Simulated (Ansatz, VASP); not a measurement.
# Two plane-wave programs on AlNi

Contents of INCAR:

```
SYSTEM = AlNi
  ALGO = Normal
  EDIFF = 1E-7
  ENCUT = 520
  GGA = PS
  ISIF = 2
  ISMEAR = -1
  ISPIN = 2
  LASPH = .True.
  LCHARG = .True.
  LELF = .True.
  LMAXMIX = 4
  LORBIT = 11
  LREAL = .False.
  LVHAR = .True.
  LWAVE = .False.
  MAGMOM = 0.5 0
  NBANDS = 18
  NELM = 150
  NUPDOWN = 0.5
  PREC = Accurate
  SIGMA = 0.05
```

Contents of KPOINTS:

```
k-points
0
Gamma
  8 8 8
  0 0 0
```

POSCAR

```
AlNi
1.0
    2.8810000000      0.0000000000      0.0000000000
    0.0000000000      2.8810000000      0.0000000000
    0.0000000000      0.0000000000      2.8810000000
Ni Al
1 1
Direct
    0.5000000000      0.5000000000      0.5000000000
    0.0000000000      0.0000000000      0.0000000000
```

Contents of input.yaml:

```yaml
crystal:
  lattice:
    - [2.881, 0.0, 0.0]
    - [0.0, 2.881, 0.0]
    - [0.0, 0.0, 2.881]
  atoms:
    - { symbol: Ni, position: [0.5, 0.5, 0.5], spin: 0.5 }
    - { symbol: Al, position: [0.0, 0.0, 0.0] }
hamiltonian:
  xc: pbesol
  pseudopotentials: { kind: paw }
magnetization:
  spin_polarized: true
  initial_magnetization: 0.5
  spin_locking: { lock_magnetization: hard }
kpoints:
  mp_grid: { grid: [8, 8, 8] }
scf:
  occupations: { method: fermi_dirac, width: 0.05 }
  lower_state_search: "off"
output:
  forces: true
  stress: true
  eigenvalues: true
```

Alike in both runs: task single point; functional PBEsol; k mesh 8 × 8 × 8; occupations fermi-dirac, width 0.05 eV; collinear spin; fixed moment 0.5 μB.

```csv
,VASP,Ansatz
version,VASP 6.6.1,Ansatz 0.2.0
potentials or method,"VASP PAW PBE potentials, release 64 (Ni, Al)",Ansatz PAW
plane-wave cutoff (eV),520,420
valence electrons in the cell,13,21
```

VASP gave:

```
pressure (GPa)                                                : -2.3
net moment per atom (μB)                                      : 0.25
size of the moment on the site where the two differ most (μB) : 0.03
```

Question: Which values does Ansatz return?

Answer: Pressure (GPa): -2.4; net moment per atom (μB): 0.25; size of the moment on the site where the two differ most (μB): 0.04.

VASP's potentials were made for PBE, not for PBEsol. Site moments also hang on the region over which each program counts them. VASP's potentials hold 13 valence electrons a cell and Ansatz's 21, so a difference there can come from the potentials and not from the codes.
